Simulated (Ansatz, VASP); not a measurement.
CuO: VASP beside Ansatz

INCAR

```
SYSTEM = CuO
PREC = Accurate
ENCUT = 520
EDIFF = 1E-7
ISMEAR = 0
SIGMA = 0.05
LREAL = .FALSE.
LASPH = .TRUE.
NELM = 150
ALGO = Normal
ISIF = 2
LWAVE = .FALSE.
LCHARG = .FALSE.
ISPIN = 2
MAGMOM = 1 1 0 0
LORBIT = 11
LMAXMIX = 4
LDAU = .TRUE.
LDAUTYPE = 2
LDAUL = 2 -1
LDAUU = 4 0
LDAUJ = 0 0
LDAUPRINT = 1
GGA = CA
NBANDS = 29
```

KPOINTS

```
Automatic mesh
0
G
  7 7 4
  0 0 0
```

File POSCAR:

```
CuO
1.0
    2.3418496200     -1.7112997200      0.0000000000
    2.3418496200      1.7112997200      0.0000000000
   -0.8500298600      0.0000000000      5.0578691900
Cu O
2 2
Direct
    0.0000000000      0.5000000000      0.0000000000
    0.5000000000      0.0000000000      0.5000000000
    0.5816000000      0.4184000000      0.2500000000
    0.4184000000      0.5816000000      0.7500000000
```

Input for Ansatz:

```yaml
crystal:
  lattice:
    - [2.34184962, -1.71129972, 0.0]
    - [2.34184962, 1.71129972, 0.0]
    - [-0.85002986, 0.0, 5.05786919]
  atoms:
    - { symbol: Cu, position: [0.0, 0.5, 0.0], spin: 1.0 }
    - { symbol: Cu, position: [0.5, 0.0, 0.5], spin: 1.0 }
    - { symbol: O, position: [0.5816, 0.4184, 0.25] }
    - { symbol: O, position: [0.4184, 0.5816, 0.75] }
basis:
  ecutwfc: 420
  ecutrho_ratio: 4
kpoints:
  mp_grid: { grid: [7, 7, 4] }
hamiltonian:
  xc: lda
  hubbard:
    sites: [{ site: 0, l: d, u_eff: 4.0 }, { site: 1, l: d, u_eff: 4.0 }]
scf:
  occupations: { method: gaussian, width: 0.05 }
  lower_state_search: "off"
  max_iter: 150
output:
  forces: true
  stress: true
  eigenvalues: true
  populations: true
  hubbard: { sites: [{ site: 0, l: d }, { site: 1, l: d }] }
magnetization:
  spin_polarized: true
```

Alike in both runs: task single point; functional LDA; k mesh 7 × 7 × 4; occupations gaussian, width 0.05 eV; collinear spin; Hubbard terms Cu d U = 4.0 eV.

|  | VASP | Ansatz |
| --- | --- | --- |
| version | VASP 6.6.1 | Ansatz 0.2.0 |
| potentials or method | VASP PAW LDA potentials, release 64 (Cu, O), cutoff 520 eV | scalar-relativistic, plane waves, PAW |
| valence electrons in the cell | 34 | 50 |

Ansatz gave:

- gap on the k mesh at the Fermi level (eV): none
- pressure (GPa): -7.7
- traceless stress, the component that is largest in VASP (GPa): 3.02
- rms of the force components (eV/Å): 0.155
- net moment per atom (μB): 0.07
- size of the moment on the site where the two differ most (μB): 0.09

Task: Which values does VASP return?

Result: gap on the k mesh at the Fermi level (eV): none; pressure (GPa): -10.7; traceless stress, the component that is largest in VASP (GPa): 3.49; rms of the force components (eV/Å): 0.128; net moment per atom (μB): 0.44; size of the moment on the site where the two differ most (μB): 0.56.

The net moments are unlike, so the other rows may belong to different states. LDA's correlation is that of Perdew and Zunger in VASP and of Perdew and Wang (1992) in Ansatz. Site moments also hang on the region over which each program counts them. The programs project onto different local orbitals, so the same U acts differently, and such runs can settle in different states. Atom by atom the forces differ by 0.027 eV/Å (rms over components). A gap of «none» marks a metal or a gap that the smearing closes. VASP's potentials hold 34 valence electrons a cell and Ansatz's 50, so a difference there can come from the potentials and not from the codes. Ansatz's warnings: filled band counts differ across k points.
